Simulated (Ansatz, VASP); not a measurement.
Sn in VASP and in Ansatz

```xyz
2
Lattice="0.0000 3.2456 2.7588 3.2456 0.0000 2.7588 3.2456 3.2456 0.0000" Properties=species:S:1:pos:R:3 pbc="T T T"
Sn    3.2456    3.2456    2.7588
Sn    4.8684    4.8684    4.1381
```

Change from the starting cell: strain -0.1500 x Voigt [0, 0, 1, 0, 0, 0], atoms carried along.

Alike in both runs: task single point; functional PBEsol; k mesh 12 × 12 × 12; occupations gaussian, width 0.15 eV; no spin polarisation.

|  | VASP | Ansatz |
| --- | --- | --- |
| version | VASP 6.6.1 | Ansatz 0.2.0 |
| potentials or method | VASP PAW PBE potentials, release 64 (Sn_d), cutoff 520 eV | scalar-relativistic, plane waves, PAW |
| valence electrons in the cell | 28 | 28 |

Ansatz gave:

```
gap on the k mesh at the Fermi level (eV)                     : none
pressure (GPa)                                                : 11.0
traceless stress, the component that is largest in VASP (GPa) : 1.05
```

Which values does VASP return?

gap on the k mesh at the Fermi level (eV): none; pressure (GPa): 10.9; traceless stress, the component that is largest in VASP (GPa): 1.06.

VASP's potentials were made for PBE, not for PBEsol. A gap of «none» marks a metal or a gap that the smearing closes.
